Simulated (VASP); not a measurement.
Pd3I:

```xyz
4
Lattice="-2.1469 2.1469 3.8759 2.1469 -2.1469 3.8759 2.1469 2.1469 -3.8759" Properties=species:S:1:pos:R:3 pbc="T T T"
I     0.0000    0.0000    0.0000
Pd    0.0000    0.0000    3.8759
Pd    2.1469    0.0000    1.9380
Pd    0.0000    2.1469    1.9380
```

Base run:

```yaml
Program: VASP 6.6.1
Functional: PBE
Potentials_or_basis: VASP PAW PBE potentials, release 64 (I, Pd)
Cutoff: 520 eV
k_mesh: 9 × 9 × 9
Occupations: fermi-dirac, width 0.05 eV
Spin: no spin polarisation
Hubbard_terms: Pd d U = 5.0 eV
```

Its results: band gap on the k mesh zero (an odd number of electrons rules out a gap without spin polarisation); pressure -6.6 GPa.

Question: The run is repeated on the same cell with these changes: hubbard terms from Pd d U = 5.0 eV to Pd d U = 6.0 eV. What comes out?

Answer: Band gap on the k mesh zero (an odd number of electrons rules out a gap without spin polarisation); pressure -8.2 GPa.

Caveats: the cell stands under tension; spin-orbit coupling is left out, which moves the levels of the heavy elements; an odd number of electrons without spin polarisation forces a metal; a magnetic or distorted state may lie lower; U without spin polarisation on a metal has little footing.
